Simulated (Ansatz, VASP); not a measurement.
# One calculation of Ga2SnSe4, two programs

```xyz
7
Lattice="8.1522 0.0000 0.0000 -4.0761 7.0600 0.0000 0.0000 0.0000 4.9988" Properties=species:S:1:pos:R:3 pbc="T T T"
Ga    0.0000    4.7067    0.0000
Ga    4.0761    2.3533    0.0000
Sn    0.0000    0.0000    0.0000
Se    4.0761    0.0000    0.0000
Se   -2.0380    3.5300    0.0000
Se    2.0380    3.5300    0.0000
Se    0.0000    0.0000    2.4994
```

Alike in both runs: functional PBE; k mesh 2 × 2 × 2; occupations gaussian, width 0.15 eV; no spin polarisation.

Ansatz relaxed the structure, and its values are those at the end. VASP's run is a single point on that final structure, the one shown.

|  | VASP | Ansatz |
| --- | --- | --- |
| version | VASP 6.6.1 | Ansatz 0.2.0 |
| potentials or method | VASP PAW PBE potentials, release 64 (Ga_d, Sn_d, Se), cutoff 500 eV | scalar-relativistic, plane waves, PAW |
| valence electrons in the cell | 64 | 104 |

```csv
,VASP,Ansatz,Ansatz less VASP
gap on the k mesh at the Fermi level (eV),none,none,-
pressure (GPa),-0.4,-0.4,-0.02
```

A gap of «none» marks a metal or a gap that the smearing closes. VASP's potentials hold 64 valence electrons a cell and Ansatz's 104, so a difference there can come from the potentials and not from the codes.

The k mesh is coarse, so the values compare programs but aren't converged.
